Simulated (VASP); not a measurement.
# NaI (I4/mmm) in VASP: notebook

The runs below take NaI through single point, with PBEsol.

All numbers are computed with VASP 6.6.1; they aren't measurements. Logs are shortened: lines on timing, memory, paths and dates and some standing lists are left out, and cuts for length are marked.

### Step 1. The cell of the first run

It takes space group I4/mmm (No. 139, tetragonal). Conventional cell: a = 4.508 Å, b = 4.508 Å, c = 6.279 Å, α = 90.00°, β = 90.00°, γ = 90.00°. Within 4.1 Å of Na (site symmetry 4/mmm) lie 6 I at 3.14 to 3.19 Å. I (site symmetry 4/mmm) has 6 Na at 3.14 to 3.19 Å within 4.1 Å.

### Step 2. Single point, PBEsol (strain -0.015 along x and y, -0.030 along z)

INCAR reads:

```
PREC = Accurate ; ENCUT = 520
EDIFF = 1E-7 ; ISMEAR = 0
SIGMA = 0.05 ; LREAL = F
LASPH = T ; NELM = 80
ALGO = Normal ; ISIF = 2
LWAVE = F ; LCHARG = T
GGA = PS ; LELF = T
LVHAR = T ; NBANDS = 14
```

KPOINTS reads:

```
Automatic mesh
0
Gamma
  6 6 6
```

POSCAR reads:

```
NaI
1.0
    0.0000000000      3.1878540000      3.1393080000
    3.1878540000      0.0000000000      3.1393080000
    3.1878540000      3.1878540000      0.0000000000
Na I
1 1
Direct
    0.0000000000      0.0000000000      0.0000000000
    0.5000000000      0.5000000000      0.5000000000
```

Potentials or basis: VASP PAW PBE potentials, release 64 (Na_pv, I).

Launch:

```console
> cat potpaw_PBE.64/Na_pv/POTCAR potpaw_PBE.64/I/POTCAR > POTCAR
> mpirun -np 1 vasp_std > vasp.out
```

OUTCAR:

```text
PREC = Accurate
   ENCUT = 520
   EDIFF = 1E-7
   ISMEAR = 0
   LREAL = F
   LASPH = T
   NELM = 80
   ISIF = 2
   GGA = PS

 ion  position               nearest neighbor table
   1  0.000  0.000  0.000-   2 3.14   2 3.14
   2  0.500  0.500  0.500-   1 3.14   1 3.14

  LATTYP: Found a body centered tetragonal cell.
 ALAT       =     4.5083063617
 C/A-ratio  =     1.3926773152

  Lattice vectors:

 A1 = (   0.0000000000,  -3.1878540000,  -3.1393080000)
 A2 = (   0.0000000000,   3.1878540000,  -3.1393080000)
 A3 = (   3.1878540000,   0.0000000000,   3.1393080000)

Analysis of symmetry for initial positions (statically):
=====================================================================
 Subroutine PRICEL returns:
 Original cell was already a primitive cell.

 Routine SETGRP: Setting up the symmetry group for a
 body centered tetragonal supercell.

 Subroutine GETGRP returns: Found 16 space group operations
 (whereof 16 operations were pure point group operations)
 out of a pool of 16 trial point group operations.

The static configuration has the point symmetry D_4h.

Analysis of symmetry for dynamics (positions and initial velocities):
=====================================================================
 Subroutine PRICEL returns:
 Original cell was already a primitive cell.

 Routine SETGRP: Setting up the symmetry group for a
 body centered tetragonal supercell.

 Subroutine GETGRP returns: Found 16 space group operations
 (whereof 16 operations were pure point group operations)
 out of a pool of 16 trial point group operations.

The dynamic configuration has the point symmetry D_4h.

 Subroutine INISYM returns: Found 16 space group operations
 (whereof 16 operations are pure point group operations),
 and found     1 'primitive' translations

----------------------------------------------------------------------------------------

                                     Primitive cell

  volume of cell :      63.8059

  direct lattice vectors                    reciprocal lattice vectors
     0.000000000  3.187854000  3.139308000    -0.156845326  0.156845326  0.159270769
     3.187854000  0.000000000  3.139308000     0.156845326 -0.156845326  0.159270769
     3.187854000  3.187854000  0.000000000     0.156845326  0.156845326 -0.159270769

  length of vectors
     4.474110844  4.474110844  4.508306362     0.273071585  0.273071585  0.273071585

  position of ions in fractional coordinates (direct lattice)
     0.000000000  0.000000000  0.000000000
     0.500000000  0.500000000  0.500000000

  ion indices of the primitive-cell ions
   primitive index   ion index
                 1           1
                 2           2

----------------------------------------------------------------------------------------

 KPOINTS: Automatic mesh

Automatic generation of k-mesh.
 Grid dimensions read from file:
 generate k-points for:    6    6    6

 Generating k-lattice:

  Cartesian coordinates                     Fractional coordinates (reciprocal lattice)
    -0.026140888  0.026140888  0.026545128     0.166666667  0.000000000  0.000000000
     0.026140888 -0.026140888  0.026545128     0.000000000  0.166666667  0.000000000
     0.026140888  0.026140888 -0.026545128     0.000000000  0.000000000  0.166666667

  Length of vectors
     0.045511931  0.045511931  0.045511931

  Shift w.r.t. Gamma in fractional coordinates (k-lattice)
     0.000000000  0.000000000  0.000000000

 Subroutine IBZKPT returns following result:
 ===========================================

 Found     30 irreducible k-points:

 Following reciprocal coordinates:
            Coordinates               Weight
  0.000000  0.000000  0.000000      1.000000
  0.166667  0.000000  0.000000      8.000000
  0.333333  0.000000  0.000000      8.000000
  0.500000  0.000000  0.000000      4.000000
  0.166667  0.166667  0.000000      2.000000
  0.333333  0.166667  0.000000      8.000000
[... 16 lines left out ...]
  0.333333  0.000000  0.333333      4.000000
  0.500000  0.000000  0.333333     16.000000
 [... further k-points ...]
   k-points           NKPTS =     30   k-points in BZ     NKDIM =     30   number of bands    NBANDS=     14
   number of dos      NEDOS =    301   number of ions     NIONS =      2
   total plane-waves  NPLWV =  46656
   dimension x,y,z NGX =    36 NGY =   36 NGZ =   36
   dimension x,y,z NGXF=    72 NGYF=   72 NGZF=   72
   ions per type =               1   1
   NGX,Y,Z   is equivalent  to a cutoff of  13.38, 13.38, 13.28 a.u.
   NGXF,Y,Z  is equivalent  to a cutoff of  26.75, 26.75, 26.55 a.u.
 SYSTEM =  unknown system
   PREC   = accura    normal or accurate (medium, high low for compatibility)
   ISTART =      0    job   : 0-new  1-cont  2-samecut
   ICHARG =      2    charge: 1-file 2-atom 10-const
   ISPIN  =      1    spin polarized calculation?
   LNONCOLLINEAR =      F non collinear calculations
   LSORBIT =      F    spin-orbit coupling
   LASPH  =      T    aspherical Exc in radial PAW
   ENCUT  =  520.0 eV  38.22 Ry    6.18 a.u.   8.32  8.32  8.38*2*pi/ulx,y,z
   NELM   =     80;   NELMIN=  2; NELMDL= -5     # of ELM steps
   EDIFF  = 0.1E-06   stopping-criterion for ELM
   LREAL  =      F    real-space projection
   EDIFFG = 0.1E-05   stopping-criterion for IOM
   NSW    =      0    number of steps for IOM
   IBRION =     -1    ionic relax: 0-MD 1-quasi-New 2-CG
   NFREE  =      0    steps in history (QN), initial steepest desc. (CG)
   ISIF   =      2    stress and relaxation
   ISYM   =      2    0-nonsym 1-usesym 2-fastsym
   POTIM  = 0.5000    time-step for ionic-motion
   TEBEG  =    0.0;   TEEND  =   0.0 temperature during run
   PSTRESS=    0.0 pullay stress
   NELECT =      14.0000    total number of electrons
   NUPDOWN=      -1.0000    fix difference up-down
   EMIN   =  10.00;   EMAX   =-10.00  energy-range for DOS
   EFERMI =   0.00;   METHOD = LEGACY
   ISMEAR =     0;   SIGMA  =   0.05  broadening in eV -4-tet -1-fermi 0-gaus
   EFERMI_NEDOS =   21; number of points for ismear=-14 and -15
   IALGO  =     38    algorithm
   IMIX   =      4    mixing-type and parameters
     AMIX     =   0.40;   BMIX     =  1.00
     AMIX_MAG =   1.60;   BMIX_MAG =  1.00
  volume/ion in A,a.u.               =      31.90       215.29
  Fermi-wavevector in a.u.,A,eV,Ry     =   0.987409  1.865933 13.265372  0.974977
  Thomas-Fermi vector in A             =   2.118861
   LORBIT       =      0    0 simple, 1 ext, 2 COOP (PROOUT), +10 PAW based schemes
   GGA     = PS    functional components
   LHFCALC =     F    Hartree Fock is set to
   AEXX    =    0.0000 exact exchange contribution
   IVDW    =     0    specifies the selected vdW correction
   LEPSILON=     F    determine dielectric tensor
   LRPA    =     F    only Hartree local field effects (RPA)
 non-spin polarized calculation
 Gauss-broadening in eV      SIGMA  =   0.05
  energy-cutoff  :      520.00
  volume of cell :       63.81
 maximum number of plane-waves:      1751
 NGX is ok and might be reduce to    36
   NGX = 17   NGY = 17   NGZ = 17

 number of electron      14.0000005 magnetization

 Free energy of the ion-electron system (eV)
  ---------------------------------------------------
  ext. energy  EPLUGINS =         0.00000000
  ---------------------------------------------------
  free energy    TOTEN  =        -5.66519755 eV

  energy without entropy =       -5.66519755  energy(sigma->0) =       -5.66519755

 E-fermi :   1.4000     XC(G=0):  -8.0945

 val. band max:        1.1608329486   @ k =   0.0000   0.0000   0.0000
 cond. band min:       4.8220572106   @ k =   0.0000   0.0000   0.0000
 fundamental gap:      3.6612242620
 Fermi energy:         1.3999555170

 k-point     1 :       0.0000    0.0000    0.0000
  band No.  band energies     occupation
      1     -21.0306      2.00000
      2     -21.0306      2.00000
      3     -21.0304      2.00000
      4     -10.0691      2.00000
      5       1.1416      2.00000
      6       1.1608      2.00000
      7       1.1608      2.00000
      8       4.8221      0.00000
      9       8.9613      0.00000
     10       8.9613      0.00000
     11       9.0655      0.00000
     12      10.8776      0.00000
     13      11.0576      0.00000
     14      11.4282      0.00000

 k-point     2 :       0.1667    0.0000    0.0000
  band No.  band energies     occupation
      1     -21.0325      2.00000
      2     -21.0308      2.00000
      3     -21.0305      2.00000
      4      -9.9804      2.00000
      5       0.3242      2.00000
      6       1.0665      2.00000
      7       1.0671      2.00000
      8       5.6757      0.00000
      9       8.5144      0.00000
     10       9.1691      0.00000
     11       9.2644      0.00000
     12      10.3895      0.00000
     13      10.4897      0.00000
     14      12.0658      0.00000

 k-point     3 :       0.3333    0.0000    0.0000
  band No.  band energies     occupation
      1     -21.0363      2.00000
      2     -21.0310      2.00000
      3     -21.0307      2.00000
      4      -9.7907      2.00000
      5      -0.8236      2.00000
      6       0.8941      2.00000
      7       0.9145      2.00000
      8       6.1816      0.00000
      9       8.7667      0.00000
     10       8.8985      0.00000
     11       9.3637      0.00000
     12      11.3528      0.00000
     13      11.5045      0.00000
     14      11.5075      0.00000
[... 324 lines left out ...]
 k-point    23 :       0.3333    0.0000    0.3333
  band No.  band energies     occupation
      1     -21.0350      2.00000
      2     -21.0322      2.00000
      3     -21.0322      2.00000
      4      -9.7218      2.00000
      5      -0.6466      2.00000
      6       0.4764      2.00000
      7       0.5326      2.00000
      8       6.2316      0.00000
      9       6.8445      0.00000
     10       9.5137      0.00000
     11      11.2342      0.00000
     12      11.3746      0.00000
     13      12.2068      0.00000
     14      15.3657      0.00000

 k-point    24 :       0.5000    0.0000    0.3333
  band No.  band energies     occupation
      1     -21.0358      2.00000
      2     -21.0332      2.00000
      3     -21.0323      2.00000
      4      -9.6262      2.00000
      5      -0.8453      2.00000
      6       0.0563      2.00000
      7       0.4422      2.00000
      8       6.1817      0.00000
      9       7.1918      0.00000
     10       9.8325      0.00000
     11      10.8357      0.00000
     12      12.2093      0.00000
     13      13.8686      0.00000
     14      14.5337      0.00000

 [... further k-points ...]
[... 5 lines left out ...]
  --------------------------------------------------------------------------------------
  -------------------------------------------------------------------------------------
  Total        0.1578013      0.1578013      0.3678368      0.0000000     -0.0000000     -0.0000000
  in kB        3.9624193      3.9624193      9.2364473      0.0000000     -0.0000000     -0.0000000
  external PRESSURE =       5.7204286 kB  Pullay stress =       0.0000000 kB

 VOLUME and BASIS-vectors are now :
 -----------------------------------------------------------------------------
  energy-cutoff  :      520.00
  volume of cell :       63.81
      direct lattice vectors                 reciprocal lattice vectors
     0.000000000  3.187854000  3.139308000    -0.156845326  0.156845326  0.159270769
     3.187854000  0.000000000  3.139308000     0.156845326 -0.156845326  0.159270769
     3.187854000  3.187854000  0.000000000     0.156845326  0.156845326 -0.159270769

 POSITION                                       TOTAL-FORCE (eV/Angst)
 -----------------------------------------------------------------------------------
      0.00000      0.00000      0.00000        -0.000000     -0.000000      0.000000
      3.18785      3.18785      3.13931         0.000000      0.000000     -0.000000
 -----------------------------------------------------------------------------------
    total drift:                                0.000000      0.000000      0.000000

  FREE ENERGIE OF THE ION-ELECTRON SYSTEM (eV)
  ---------------------------------------------------
  free  energy   TOTEN  =        -5.6651975540 eV

  energy  without entropy=       -5.6651975540  energy(sigma->0) =       -5.66519755
```

Wall time 43 s (1 thread of Intel Xeon 6975P-C, shared host); peak memory 0.21 GiB.

Results:

- Free energy: -5.6652 eV
- Pressure: 0.6 GPa
- Band gap on the k mesh: 3.66 eV, direct

Caveat: the cell differs from its parent crystal (strain -0.015 along x and y, -0.030 along z); the PAW data sets were made with another functional, which shifts forces and pressure a little; spin-orbit coupling is left out, which moves the levels of the heavy elements.

### Step 3. Single point, PBEsol (strain -0.015 along x and y, +0.000 along z)

INCAR reads:

```
PREC     = Accurate       # precision mode
ENCUT    = 520            # plane-wave cutoff, eV
EDIFF    = 1E-7           # SCF threshold, eV
ISMEAR   = 0              # smearing method
SIGMA    = 0.05           # smearing width, eV
LREAL    = F              # projectors in reciprocal space
LASPH    = T              # aspherical terms in the spheres
NELM     = 80             # most SCF steps
ALGO     = Normal         # electronic algorithm
ISIF     = 2              # what is computed and relaxed
LWAVE    = F              # write WAVECAR
LCHARG   = F              # write CHGCAR
GGA      = PS             # functional
NBANDS   = 14             # bands
```

KPOINTS is that of step 2.

POSCAR reads:

```
NaI
1.0
    0.0000000000      3.1878540000      3.2364000000
    3.1878540000      0.0000000000      3.2364000000
    3.1878540000      3.1878540000      0.0000000000
Na I
1 1
Direct
    0.0000000000      0.0000000000      0.0000000000
    0.5000000000      0.5000000000      0.5000000000
```

Potentials or basis: VASP PAW PBE potentials, release 64 (Na_pv, I).

Launch:

```console
> cat potpaw_PBE.64/Na_pv/POTCAR potpaw_PBE.64/I/POTCAR > POTCAR
> mpirun -np 1 vasp_std > vasp.out
```

Run time: 40 s. Hardware: 1 thread of Intel Xeon 6975P-C, shared host; peak memory 0.21 GiB.

Results (log left out):

```
Free energy            : -5.6688 eV
Pressure               : 0.0 GPa
Band gap on the k mesh : 3.57 eV, direct
```

Stress tensor (GPa, compression positive):
```
 0.15  0.00  0.00
 0.00  0.15  0.00
 0.00  0.00 -0.27
```

Levels at points of the mesh, in eV from the valence-band top:
```
           k point  band 4  band 5  band 6  band 7  band 8  band 9  band 10  band 11
(0.00, 0.00, 0.00)  -11.15   -0.02   -0.02    0.00    3.57    7.77     7.87     7.87
(0.50, 0.00, 0.00)  -10.80   -2.34   -0.33   -0.30    4.94    7.33     7.45     8.91
(0.50, 0.50, 0.00)  -10.73   -2.06   -0.78   -0.78    4.46    5.38     9.82    11.41
(0.50, 0.00, 0.50)  -10.71   -2.05   -0.85   -0.79    4.44    5.34     9.93    11.22
```

Caveat: the cell differs from its parent crystal (strain -0.015 along x and y, +0.000 along z); the PAW data sets were made with another functional, which shifts forces and pressure a little; spin-orbit coupling is left out, which moves the levels of the heavy elements.

### Step 4. Single point, PBEsol (strain +0.000 along x and y, -0.015 along z)

INCAR reads:

```
  PREC = Accurate
  ENCUT = 520
  EDIFF = 1E-6
  ISMEAR = 0
  SIGMA = 0.05
  LREAL = F
  LASPH = T
  NELM = 80
  ALGO = Normal
  ISIF = 2
  LWAVE = F
  LCHARG = F
  GGA = PS
  NBANDS = 14
```

KPOINTS is that of step 3.

POSCAR reads:

```
NaI
1.0
    0.0000000000      3.2364000000      3.1878540000
    3.2364000000      0.0000000000      3.1878540000
    3.2364000000      3.2364000000      0.0000000000
Na I
1 1
Direct
    0.0000000000      0.0000000000      0.0000000000
    0.5000000000      0.5000000000      0.5000000000
```

Launch:

```console
> cat potpaw_PBE.64/Na_pv/POTCAR potpaw_PBE.64/I/POTCAR > POTCAR
> mpirun -np 1 vasp_std > vasp.out
```

Wall time 37 s (1 thread of Intel Xeon 6975P-C, shared host); peak memory 0.21 GiB.

The run converged. Its results:

```
Free energy            : -5.6681 eV
Pressure               : -0.2 GPa
Band gap on the k mesh : 3.54 eV, direct
```

Stress tensor (GPa, compression positive):
```
-0.37  0.00  0.00
 0.00 -0.37  0.00
 0.00  0.00  0.03
```

Levels at points of the mesh, in eV from the valence-band top:
| k point | band 4 | band 5 | band 6 | band 7 | band 8 | band 9 | band 10 | band 11 |
| --- | --- | --- | --- | --- | --- | --- | --- | --- |
| (0.00, 0.00, 0.00) | -11.10 | -0.02 | 0.00 | 0.00 | 3.54 | 7.81 | 7.81 | 7.91 |
| (0.50, 0.00, 0.00) | -10.77 | -2.28 | -0.31 | -0.29 | 4.94 | 7.32 | 7.44 | 8.80 |
| (0.50, 0.50, 0.00) | -10.68 | -1.99 | -0.81 | -0.81 | 4.43 | 5.36 | 9.88 | 11.24 |
| (0.50, 0.00, 0.50) | -10.70 | -2.00 | -0.80 | -0.74 | 4.45 | 5.40 | 9.77 | 11.18 |

Caveat: the cell differs from its parent crystal (strain +0.000 along x and y, -0.015 along z); the PAW data sets were made with another functional, which shifts forces and pressure a little; spin-orbit coupling is left out, which moves the levels of the heavy elements.

### Step 5. The runs side by side

```tsv
cell	gap on the mesh (eV)	pressure (GPa)
a = 4.474, b = 4.474, c = 4.508 Å, angles 59.7, 59.7, 60.5°, 2 atoms	3.66	0.6
a = 4.543, b = 4.543, c = 4.508 Å, angles 60.3, 60.3, 59.5°, 2 atoms	3.57	0.0
a = 4.543, b = 4.543, c = 4.577 Å, angles 59.8, 59.8, 60.5°, 2 atoms	3.54	-0.2
```

Alike in all rows: task single point; level PBEsol; potentials or basis VASP PAW PBE potentials, release 64 (Na_pv, I); no spin polarisation; k mesh 6 × 6 × 6; cutoff (eV) 520; smearing gaussian 0.05 eV.

Caveats: the PAW data sets were made with another functional, which shifts forces and pressure a little; spin-orbit coupling is left out, which moves the levels of the heavy elements.

Total energies depend on the potentials used, so only differences within one code and one set of settings carry meaning.
